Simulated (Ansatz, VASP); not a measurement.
# NaCl in VASP and in Ansatz

```
Na Cl
1.0
     0.00000    2.83175    2.94502
     2.83175    0.00000    2.94502
     2.83175    2.83175    0.00000
Na Cl
1 1
Direct
  0.00000 0.00000 0.00000
  0.50000 0.50000 0.50000
```

Change from the starting cell: strain +0.000 along x and y, +0.040 along z, atoms carried along.

Alike in both runs: task single point; functional PBE; k mesh 8 × 8 × 8; occupations gaussian, width 0.05 eV; no spin polarisation.

```csv
,VASP,Ansatz
version,VASP 6.6.1,Ansatz 0.2.0
potentials or method,"VASP PAW PBE potentials, release 64 (Na_pv, Cl), cutoff 520 eV","scalar-relativistic, plane waves, PAW"
valence electrons in the cell,14,16
```

Ansatz gave:

| Item | Value |
| --- | --- |
| gap on the k mesh at the Fermi level (eV) | 4.90 |
| least direct gap on the mesh (eV) | 4.90 |
| pressure (GPa) | -0.4 |
| traceless stress, the component that is largest in VASP (GPa) | -0.75 |

Problem. Estimate VASP's values.

Solution. gap on the k mesh at the Fermi level (eV): 4.90; least direct gap on the mesh (eV): 4.90; pressure (GPa): -0.4; traceless stress, the component that is largest in VASP (GPa): -0.76.

With one functional, cell and mesh, what is left measures potentials, basis and numerics. VASP's potentials hold 14 valence electrons a cell and Ansatz's 16, so a difference there can come from the potentials and not from the codes.
